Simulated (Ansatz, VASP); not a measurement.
**Two plane-wave programs on Pt**

```
Pt
1.0
    -1.56047    1.56047    1.58388
     1.56047   -1.56047    1.58388
     1.56047    1.56047   -1.58388
Pt
1
Direct
  0.00000 0.00000 0.00000
```

Change from the starting cell: strain +0.000 along x and y, +0.015 along z, atoms carried along.

Alike in both runs: task single point; functional PBEsol; k mesh 26 × 26 × 26; occupations gaussian, width 0.15 eV; no spin polarisation.

|  | VASP | Ansatz |
| --- | --- | --- |
| version | VASP 6.6.1 | Ansatz 0.2.0 |
| potentials or method | VASP PAW PBE potentials, release 64 (Pt), cutoff 520 eV | scalar-relativistic, plane waves, PAW |
| valence electrons in the cell | 10 | 18 |

|  | VASP | Ansatz | Ansatz less VASP |
| --- | --- | --- | --- |
| gap on the k mesh at the Fermi level (eV) | none | none | - |
| pressure (GPa) | -4.2 | -3.9 | +0.35 |
| traceless stress, the component that is largest in VASP (GPa) | 0.95 | 0.95 | -0.002 |

VASP's potentials were made for PBE, not for PBEsol. A gap of «none» marks a metal or a gap that the smearing closes. With one functional, cell and mesh, what is left measures potentials, basis and numerics. VASP's potentials hold 10 valence electrons a cell and Ansatz's 18, so a difference there can come from the potentials and not from the codes.

Spin-orbit coupling is off throughout.
